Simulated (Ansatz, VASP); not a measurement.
# Pb in VASP and in Ansatz

File INCAR:

```
  ALGO = Normal
  EDIFF = 1E-6
  ENCUT = 520
  GGA = RE
  ISIF = 2
  ISMEAR = -1
  IVDW = 12
  LASPH = T
  LCHARG = T
  LELF = T
  LREAL = F
  LVHAR = T
  LWAVE = F
  NBANDS = 13
  NELM = 60
  PREC = Accurate
  SIGMA = 0.05
```

The input KPOINTS:

```
k-points
0
Gamma
  9 9 9
```

Contents of POSCAR:

```
Pb
1.0
    0.0000000000      2.5235621278      2.5235621278
    2.5235621278      0.0000000000      2.5235621278
    2.5235621278      2.5235621278      0.0000000000
Pb
1
Direct
    0.0000000000      0.0000000000      0.0000000000
```

The input input.yaml:

```yaml
crystal:
  lattice:
    - [0.0, 2.5235621278, 2.5235621278]
    - [2.5235621278, 0.0, 2.5235621278]
    - [2.5235621278, 2.5235621278, 0.0]
  atoms:
    - { symbol: Pb, position: [0.0, 0.0, 0.0] }
hamiltonian:
  xc: revpbe
  pseudopotentials: { kind: paw }
  dispersion: d3bj
kpoints:
  mp_grid: { grid: [9, 9, 9] }
scf:
  occupations: { method: fermi_dirac, width: 0.05 }
output:
  forces: true
  stress: true
  eigenvalues: true
```

Alike in both runs: task single point; functional revPBE; dispersion D3(BJ); k mesh 9 × 9 × 9; occupations fermi-dirac, width 0.05 eV; no spin polarisation.

|  | VASP | Ansatz |
| --- | --- | --- |
| version | VASP 6.6.1 | Ansatz 0.2.0 |
| potentials or method | VASP PAW PBE potentials, release 64 (Pb_d) | Ansatz PAW |
| plane-wave cutoff (eV) | 520 | 420 |
| valence electrons in the cell | 14 | 14 |

```tsv
	VASP	Ansatz	Ansatz less VASP
gap on the k mesh at the Fermi level (eV)	none	none	-
pressure (GPa)	-2.8	-2.8	+0.04
```

VASP's potentials were made for PBE, not for revPBE. A gap of «none» marks a metal or a gap that the smearing closes.

Spin-orbit coupling is off throughout.
